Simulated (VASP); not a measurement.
Here is a VASP 6.6.1 calculation.

The input INCAR:

```
PREC = Accurate
ENCUT = 520
EDIFF = 1E-6
ISMEAR = -1
SIGMA = 0.1
LREAL = False
LASPH = True
NELM = 60
ALGO = Normal
ISIF = 2
LWAVE = False
LCHARG = False
GGA = RP
NBANDS = 14
```

File KPOINTS:

```
regular mesh
0
Gamma
  14 14 4
```

Contents of POSCAR:

```
Al
1.0
    2.8246104720      0.0000000000      0.0000000000
   -1.4123052360      2.4461844246      0.0000000000
    0.0000000000      0.0000000000      9.3731950343
Al
4
Direct
    0.0000000000      1.0000000000      0.0000000000
    0.0000000000      1.0000000000      0.5000000000
    0.3333333333      0.6666666667      0.2500000000
    0.6666666667      0.3333333333      0.7500000000
```

Potentials or basis: VASP PAW PBE potentials, release 64 (Al).

Run with:

```bash
$ cat potpaw_PBE.64/Al/POTCAR > POTCAR
$ mpirun -np 1 vasp_std > vasp.out
```

**Question.** Estimate the band gap on the k mesh.

**Answer.** Zero (bands 6 and 7 overlap by 5.50 eV).

**Question.** Estimate the pressure.

**Answer.** 3.1 GPa.

Stress tensor (GPa, compression positive):
```
3.11 0.00 0.00
0.00 3.11 0.00
0.00 0.00 3.20
```

Caveat: the cell stands under pressure; the PAW data sets were made with another functional, which shifts forces and pressure a little.
